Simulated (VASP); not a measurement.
# Mg3Zr in VASP: single point with r2SCAN+D3(BJ)

Aim: the single point of Mg3Zr with r2SCAN+D3(BJ).

Program: VASP 6.6.1. These are calculated values, not measurements. Logs are shortened: lines on timing, memory, paths and dates and some standing lists are left out, and cuts for length are marked.

**1. The cell of the first run**

The cell holds a slab with vacuum, 12 atoms: a = 6.282 Å, b = 4.442 Å, c = 21.853 Å, α = 90.00°, β = 90.00°, γ = 90.00°.

**2. Single point, r2SCAN+D3(BJ)**

Contents of POSCAR:

```
Mg3Zr
1.0
    6.2822265578      0.0000000000      0.0000000000
    0.0000000000      4.4422050000      0.0000000000
    0.0000000000      0.0000000000     21.8527831973
Mg Zr
9 3
Direct
    0.5000000000      0.0000000000      0.3203253305
    0.2500000000      0.5000000000      0.3921951983
    0.7500000000      0.5000000000      0.3921951983
    0.0000000000      0.0000000000      0.4640650661
    0.7500000000      0.5000000000      0.5359349339
    0.2500000000      0.5000000000      0.5359349339
    0.5000000000      0.0000000000      0.6078048017
    0.2500000000      0.5000000000      0.6796746695
    0.7500000000      0.5000000000      0.6796746695
    0.0000000000      0.0000000000      0.3203253305
    0.5000000000      0.0000000000      0.4640650661
    0.0000000000      0.0000000000      0.6078048017
```

Contents of INCAR.step1:

```
SYSTEM = Mg3Zr
PREC     = Accurate       ! precision mode
ENCUT    = 520            ! plane-wave cutoff, eV
ISMEAR   = 1              ! smearing method
SIGMA    = 0.2            ! smearing width, eV
LREAL    = .FALSE.        ! projectors in reciprocal space
LASPH    = .TRUE.         ! aspherical terms in the spheres
NELM     = 60             ! most SCF steps
LDIPOL   = .TRUE.       
IDIPOL   = 3            
DIPOL    = 0.5 0.5 0.500
NBANDS   = 39             ! bands
GGA      = PE             ! functional
ALGO     = Normal         ! electronic algorithm
EDIFF    = 1E-4           ! SCF threshold, eV
LWAVE    = .TRUE.         ! write WAVECAR
LCHARG   = .FALSE.        ! write CHGCAR
```

Contents of INCAR.step2:

```
SYSTEM = Mg3Zr
PREC     = Accurate       ! precision mode
ENCUT    = 520            ! plane-wave cutoff, eV
EDIFF    = 1E-6           ! SCF threshold, eV
ISMEAR   = 1              ! smearing method
SIGMA    = 0.2            ! smearing width, eV
LREAL    = .FALSE.        ! projectors in reciprocal space
LASPH    = .TRUE.         ! aspherical terms in the spheres
NELM     = 60             ! most SCF steps
ALGO     = Normal         ! electronic algorithm
ISIF     = 2              ! what is computed and relaxed
LWAVE    = .FALSE.        ! write WAVECAR
LCHARG   = .FALSE.        ! write CHGCAR
LDIPOL   = .TRUE.       
IDIPOL   = 3            
DIPOL    = 0.5 0.5 0.500
METAGGA  = R2SCAN         ! meta-GGA
LMIXTAU  = .TRUE.       
IVDW     = 12             ! dispersion correction
VDW_S6   = 1.0          
VDW_S8   = 0.78981345   
VDW_A1   = 0.49484001   
VDW_A2   = 5.73083694   
NBANDS   = 39             ! bands
ISTART   = 1
```

Contents of KPOINTS:

```
regular mesh
0
G
  3 4 1
  0 0 0
```

Potentials or basis: VASP PAW PBE potentials, release 64 (Mg, Zr_sv).

On the command line:

```
> cat potpaw_PBE.64/Mg/POTCAR potpaw_PBE.64/Zr_sv/POTCAR > POTCAR
> cp INCAR.step1 INCAR
> mpirun -np 1 vasp_std > vasp.out
> cp INCAR.step2 INCAR
> mpirun -np 1 vasp_std > vasp.out
```

OUTCAR:

```text
SYSTEM = Mg3Zr
   PREC = Accurate
   ENCUT = 520
   EDIFF = 1E-6
   ISMEAR = 1
   LREAL = .FALSE.
   LASPH = .TRUE.
   NELM = 60
   ISIF = 2
   METAGGA = R2SCAN
   IVDW = 12
   ISTART = 1
 IVDW          = 12

 ion  position               nearest neighbor table
   1  0.500  0.000  0.320-  10 3.14  10 3.14  11 3.14   3 3.14   2 3.14   3 3.14   2 3.14
   2  0.250  0.500  0.392-   3 3.14   3 3.14   6 3.14  11 3.14   4 3.14  11 3.14   4 3.14  10 3.14
                            10 3.14   1 3.14   1 3.14
   3  0.750  0.500  0.392-   2 3.14   2 3.14   5 3.14  11 3.14   4 3.14  11 3.14   4 3.14  10 3.14
                            10 3.14   1 3.14   1 3.14
   4  0.000  0.000  0.464-  11 3.14  11 3.14  12 3.14  10 3.14   2 3.14   2 3.14   3 3.14   3 3.14
                             5 3.14   5 3.14   6 3.14   6 3.14
   5  0.750  0.500  0.536-   6 3.14   6 3.14   9 3.14   3 3.14  12 3.14   7 3.14  12 3.14   7 3.14
                            11 3.14  11 3.14   4 3.14   4 3.14
   6  0.250  0.500  0.536-   5 3.14   5 3.14   8 3.14   2 3.14  12 3.14   7 3.14  12 3.14   7 3.14
                            11 3.14  11 3.14   4 3.14   4 3.14
   7  0.500  0.000  0.608-  12 3.14  12 3.14  11 3.14   6 3.14   5 3.14   6 3.14   5 3.14   9 3.14
                             8 3.14   9 3.14   8 3.14
   8  0.250  0.500  0.680-   9 3.14   9 3.14   6 3.14  12 3.14   7 3.14  12 3.14   7 3.14
   9  0.750  0.500  0.680-   8 3.14   8 3.14   5 3.14  12 3.14   7 3.14  12 3.14   7 3.14
  10  0.000  0.000  0.320-   1 3.14   1 3.14   4 3.14   2 3.14   2 3.14   3 3.14   3 3.14
  11  0.500  0.000  0.464-   4 3.14   4 3.14   7 3.14   1 3.14   3 3.14   2 3.14   3 3.14   2 3.14
                             5 3.14   5 3.14   6 3.14   6 3.14
  12  0.000  0.000  0.608-   7 3.14   7 3.14   4 3.14   5 3.14   5 3.14   6 3.14   6 3.14   9 3.14
                             8 3.14   9 3.14   8 3.14

  LATTYP: Found a simple orthorhombic cell.
 ALAT       =     4.4422050000
 B/A-ratio  =     1.4142135624
 C/A-ratio  =     4.9193549594

  Lattice vectors:

 A1 = (   0.0000000000,  -4.4422050000,   0.0000000000)
 A2 = (   6.2822265578,   0.0000000000,   0.0000000000)
 A3 = (   0.0000000000,   0.0000000000,  21.8527831973)

Analysis of symmetry for initial positions (statically):
=====================================================================
 Subroutine PRICEL returns:
 Original cell was already a primitive cell.

 Routine SETGRP: Setting up the symmetry group for a
 simple orthorhombic supercell.

 Subroutine GETGRP returns: Found  4 space group operations
 (whereof  4 operations were pure point group operations)
 out of a pool of  8 trial point group operations.

The static configuration has the point symmetry C_2v.

Analysis of symmetry for dynamics (positions and initial velocities):
=====================================================================
 Subroutine PRICEL returns:
 Original cell was already a primitive cell.

 Routine SETGRP: Setting up the symmetry group for a
 simple orthorhombic supercell.

 Subroutine GETGRP returns: Found  4 space group operations
 (whereof  4 operations were pure point group operations)
 out of a pool of  8 trial point group operations.

The dynamic configuration has the point symmetry C_2v.

 Subroutine INISYM returns: Found  4 space group operations
 (whereof  4 operations are pure point group operations),
 and found     1 'primitive' translations

----------------------------------------------------------------------------------------

                                     Primitive cell

  volume of cell :     609.8443

  direct lattice vectors                    reciprocal lattice vectors
     6.282226558  0.000000000  0.000000000     0.159179232  0.000000000  0.000000000
     0.000000000  4.442205000  0.000000000     0.000000000  0.225113429  0.000000000
     0.000000000  0.000000000 21.852783197     0.000000000  0.000000000  0.045760761

  length of vectors
     6.282226558  4.442205000 21.852783197     0.159179232  0.225113429  0.045760761

  position of ions in fractional coordinates (direct lattice)
     0.500000000  0.000000000  0.320325330
     0.250000000  0.500000000  0.392195198
     0.750000000  0.500000000  0.392195198
     0.000000000  0.000000000  0.464065066
     0.750000000  0.500000000  0.535934934
     0.250000000  0.500000000  0.535934934
     0.500000000  0.000000000  0.607804802
     0.250000000  0.500000000  0.679674670
     0.750000000  0.500000000  0.679674670
     0.000000000  0.000000000  0.320325330
     0.500000000  0.000000000  0.464065066
     0.000000000  0.000000000  0.607804802

  ion indices of the primitive-cell ions
   primitive index   ion index
                 1           1
                 2           2
                 3           3
                 4           4
                 5           5
                 6           6
                 7           7
                 8           8
                 9           9
                10          10
                11          11
                12          12

----------------------------------------------------------------------------------------

 KPOINTS: regular mesh

Automatic generation of k-mesh.
 Grid dimensions read from file:
 generate k-points for:    3    4    1

 Generating k-lattice:

  Cartesian coordinates                     Fractional coordinates (reciprocal lattice)
     0.053059744  0.000000000  0.000000000     0.333333333  0.000000000  0.000000000
     0.000000000  0.056278357  0.000000000     0.000000000  0.250000000  0.000000000
     0.000000000  0.000000000  0.045760761     0.000000000  0.000000000  1.000000000

  Length of vectors
     0.053059744  0.056278357  0.045760761

  Shift w.r.t. Gamma in fractional coordinates (k-lattice)
     0.000000000  0.000000000  0.000000000

 Subroutine IBZKPT returns following result:
 ===========================================

 Found      6 irreducible k-points:

 Following reciprocal coordinates:
            Coordinates               Weight
  0.000000  0.000000  0.000000      1.000000
  0.333333  0.000000  0.000000      2.000000
  0.000000  0.250000  0.000000      2.000000
  0.333333  0.250000  0.000000      4.000000
  0.000000  0.500000  0.000000      1.000000
  0.333333  0.500000  0.000000      2.000000
   k-points           NKPTS =      6   k-points in BZ     NKDIM =      6   number of bands    NBANDS=     39
   number of dos      NEDOS =    301   number of ions     NIONS =     12
   total plane-waves  NPLWV = 290304
   dimension x,y,z NGX =    48 NGY =   36 NGZ =  168
   dimension x,y,z NGXF=    96 NGYF=   72 NGZF=  336
   ions per type =               9   3
   NGX,Y,Z   is equivalent  to a cutoff of  12.70, 13.47, 12.78 a.u.
   NGXF,Y,Z  is equivalent  to a cutoff of  25.40, 26.95, 25.56 a.u.
 SYSTEM =  Mg3Zr
   PREC   = accura    normal or accurate (medium, high low for compatibility)
   ISTART =      1    job   : 0-new  1-cont  2-samecut
   ICHARG =      0    charge: 1-file 2-atom 10-const
   ISPIN  =      1    spin polarized calculation?
   LNONCOLLINEAR =      F non collinear calculations
   LSORBIT =      F    spin-orbit coupling
   LASPH  =      T    aspherical Exc in radial PAW
   ENCUT  =  520.0 eV  38.22 Ry    6.18 a.u.  11.68  8.26 40.63*2*pi/ulx,y,z
   NELM   =     60;   NELMIN=  2; NELMDL=  0     # of ELM steps
   EDIFF  = 0.1E-05   stopping-criterion for ELM
   LREAL  =      F    real-space projection
   EDIFFG = 0.1E-04   stopping-criterion for IOM
   NSW    =      0    number of steps for IOM
   IBRION =     -1    ionic relax: 0-MD 1-quasi-New 2-CG
   NFREE  =      0    steps in history (QN), initial steepest desc. (CG)
   ISIF   =      2    stress and relaxation
   ISYM   =      2    0-nonsym 1-usesym 2-fastsym
   POTIM  = 0.5000    time-step for ionic-motion
   TEBEG  =    0.0;   TEEND  =   0.0 temperature during run
   PSTRESS=    0.0 pullay stress
   NELECT =      54.0000    total number of electrons
   NUPDOWN=      -1.0000    fix difference up-down
   EMIN   =  10.00;   EMAX   =-10.00  energy-range for DOS
   EFERMI =   0.00;   METHOD = LEGACY
   ISMEAR =     1;   SIGMA  =   0.20  broadening in eV -4-tet -1-fermi 0-gaus
   EFERMI_NEDOS =   21; number of points for ismear=-14 and -15
   IALGO  =     38    algorithm
   IMIX   =      4    mixing-type and parameters
     AMIX     =   0.40;   BMIX     =  1.00
     AMIX_MAG =   1.60;   BMIX_MAG =  1.00
  volume/ion in A,a.u.               =      50.82       342.95
  Fermi-wavevector in a.u.,A,eV,Ry     =   0.729681  1.378897  7.244211  0.532435
  Thomas-Fermi vector in A             =   1.821463
   LORBIT       =      0    0 simple, 1 ext, 2 COOP (PROOUT), +10 PAW based schemes
   METAGGA = R2SCAN    functional components
   LHFCALC =     F    Hartree Fock is set to
   AEXX    =    0.0000 exact exchange contribution
   IVDW    =    12    specifies the selected vdW correction
   LEPSILON=     F    determine dielectric tensor
   LRPA    =     F    only Hartree local field effects (RPA)
 non-spin polarized calculation
 Methfessel and Paxton  Order N= 1 SIGMA  =   0.20
  energy-cutoff  :      520.00
  volume of cell :      609.84
 maximum number of plane-waves:     16431
 NGX is ok and might be reduce to    48
   NGX = 23   NGY = 17   NGZ = 81

 dipolmoment           0.000000      0.000000     -0.080160 electrons x Angstroem

 number of electron      54.0000002 magnetization

 dipolmoment           0.000000      0.000000      0.018234 electrons x Angstroem

 Free energy of the ion-electron system (eV)
  ---------------------------------------------------
  ext. energy  EPLUGINS =         0.00000000
  ---------------------------------------------------
  free energy    TOTEN  =      -100.17104884 eV

  energy without entropy =     -100.17204562  energy(sigma->0) =     -100.17138110

 E-fermi :  -0.0342     XC(G=0):  -5.2008

 val. band max:       -0.0397339702   @ k =   0.3333   0.2500   0.0000
 cond. band min:      -0.0035018802   @ k =   0.0000   0.2500   0.0000
 fundamental gap:      0.0362320900
 Fermi energy:        -0.0341953856

 k-point     1 :       0.0000    0.0000    0.0000
  band No.  band energies     occupation
      1     -51.5119      2.00000
      2     -50.9126      2.00000
      3     -50.7353      2.00000
      4     -28.9721      2.00000
      5     -28.8034      2.00000
      6     -28.6805      2.00000
[... 241 lines left out ...]
     38       1.9545     -0.00000
     39       2.2252     -0.00000

------------------------ aborting loop because EDIFF is reached ----------------------------------------

 vacuum level on the upper side and lower side of the slab       (xc-potential included)         0.060        -0.065

 Edisp (eV)   -1.38792

 E8    (eV) :    -0.5350

  FORCE on cell =-STRESS in cart. coord.  units (eV):
  Direction    XX          YY          ZZ          XY          YZ          ZX
  --------------------------------------------------------------------------------------
  -------------------------------------------------------------------------------------
  Total      -3.36869    -7.69054    -1.30560     0.00000     0.00000     0.00000
  in kB      -8.85019   -20.20450    -3.43007     0.00000     0.00000     0.00000
  external pressure =      -10.83 kB  Pullay stress =        0.00 kB

 VOLUME and BASIS-vectors are now :
 -----------------------------------------------------------------------------
  energy-cutoff  :      520.00
  volume of cell :      609.84
      direct lattice vectors                 reciprocal lattice vectors
     6.282226558  0.000000000  0.000000000     0.159179232  0.000000000  0.000000000
     0.000000000  4.442205000  0.000000000     0.000000000  0.225113429  0.000000000
     0.000000000  0.000000000 21.852783197     0.000000000  0.000000000  0.045760761

 POSITION                                       TOTAL-FORCE (eV/Angst)
 -----------------------------------------------------------------------------------
      3.14111      0.00000      7.00000         0.000000     -0.000000      0.008896
      1.57056      2.22110      8.57056        -0.130915     -0.000000     -0.165038
      4.71167      2.22110      8.57056         0.130915     -0.000000     -0.165038
      0.00000      0.00000     10.14111         0.000000     -0.000000     -0.023632
      4.71167      2.22110     11.71167         0.008641      0.000000     -0.036822
      1.57056      2.22110     11.71167        -0.008641     -0.000000     -0.036822
      3.14111      0.00000     13.28223         0.000000     -0.000000      0.138695
      1.57056      2.22110     14.85278        -0.224095     -0.000000     -0.073986
      4.71167      2.22110     14.85278         0.224095     -0.000000     -0.073986
      0.00000      0.00000      7.00000         0.000000     -0.000000      0.423189
      3.14111      0.00000     10.14111         0.000000     -0.000000      0.012530
      0.00000      0.00000     13.28223         0.000000     -0.000000     -0.007985
 -----------------------------------------------------------------------------------
    total drift:                                0.000000     -0.000000      0.000152

  FREE ENERGIE OF THE ION-ELECTRON SYSTEM (eV)
  ---------------------------------------------------
  free  energy   TOTEN  =      -101.5589681449 eV

  energy  without entropy=     -101.5599649280  energy(sigma->0) =     -101.55930041

 vacuum level on the upper side and lower side of the slab         3.505         3.363
```

It took 12 min on 1 thread of Intel Xeon Platinum 8488C (Sapphire Rapids), shared host; peak memory 0.73 GiB.

Results:

```yaml
Free_energy: -101.5590 eV
Largest_force: 0.423 eV/Å
Band_gap_on_the_k_mesh: zero (bands 27 and 28 overlap by 0.49 eV)
Dispersion_energy_per_atom: -0.116 eV
```

Forces on the atoms (eV/Å):
```
Mg   0.000  0.000  0.009
Mg  -0.131  0.000 -0.165
Mg   0.131  0.000 -0.165
Mg   0.000  0.000 -0.024
Mg   0.009  0.000 -0.037
Mg  -0.009  0.000 -0.037
Mg   0.000  0.000  0.139
Mg  -0.224  0.000 -0.074
Mg   0.224  0.000 -0.074
Zr   0.000  0.000  0.423
Zr   0.000  0.000  0.013
Zr   0.000  0.000 -0.008
```

Caveat: three body term missing; the PAW data sets were made with another functional, which shifts forces and pressure a little.

The gap in the log of VASP goes by the Fermi energy; the results here count the filled bands.